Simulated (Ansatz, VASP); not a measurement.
One calculation of GaSb, two programs

Contents of INCAR:

```
SYSTEM = GaSb
  PREC = Accurate
  ENCUT = 520
  EDIFF = 1E-6
  ISMEAR = -1
  SIGMA = 0.02
  LREAL = .False.
  LASPH = .True.
  NELM = 100
  ALGO = Normal
  ISIF = 2
  LWAVE = .False.
  LCHARG = .True.
  GGA = PE
  LELF = .True.
  LVHAR = .True.
  NBANDS = 16
```

The input KPOINTS:

```
regular mesh
0
Gamma
  8 8 8
  0 0 0
```

File POSCAR:

```
GaSb
1.0
    0.0000000000      3.1885139498      2.9615254104
    3.1885139498      0.0000000000      2.9615254104
    3.1885139498      3.1885139498      0.0000000000
Ga Sb
1 1
Direct
    0.0000000000      0.0000000000      0.0000000000
    0.2500000000      0.2500000000      0.2500000000
```

Input for Ansatz:

```yaml
crystal:
  lattice:
    - [0.0, 3.1885139498, 2.9615254104]
    - [3.1885139498, 0.0, 2.9615254104]
    - [3.1885139498, 3.1885139498, 0.0]
  atoms:
    - { symbol: Ga, position: [0.0, 0.0, 0.0] }
    - { symbol: Sb, position: [0.25, 0.25, 0.25] }
kpoints:
  mp_grid: { grid: [8, 8, 8] }
  band_path:
    path:
      - [0.0, 0.0, 0.0]
      - [-0.5, -0.5, 0.0]
      - [-0.375, -0.375, 0.25]
      - [-0.375, 0.0, 0.375]
      - [0.0, 0.0, 0.5]
      - [-0.5, -0.25, 0.25]
      - [-0.027181, 0.0, -0.027181]
    npoints: 1
hamiltonian:
  xc: pbe
scf:
  occupations: { method: fermi_dirac, width: 0.02 }
  n_extra_bands: 4
output:
  forces: true
  stress: true
  eigenvalues: true
```

Change from the starting cell: epitaxial_xy strain +4.0%.

Alike in both runs: task single point; functional PBE; k mesh 8 × 8 × 8; occupations fermi-dirac, width 0.02 eV; no spin polarisation.

|  | VASP | Ansatz |
| --- | --- | --- |
| version | VASP 6.6.1 | Ansatz 0.2.0 |
| potentials or method | VASP PAW PBE potentials, release 64 (Ga_d, Sb) | plane waves, PAW |
| plane-wave cutoff (eV) | 520 | 420 |
| valence electrons in the cell | 18 | 28 |

Ansatz gave:

- pressure (GPa): -0.2
- traceless stress, the component that is largest in VASP (GPa): 1.77

Which values does VASP return?

Pressure (GPa): -0.1; traceless stress, the component that is largest in VASP (GPa): 1.77.

The functional is the same, so the differences come from potentials, cutoffs and numerics. VASP's potentials hold 18 valence electrons a cell and Ansatz's 28, so a difference there can come from the potentials and not from the codes.

Neither program's run includes spin-orbit coupling.
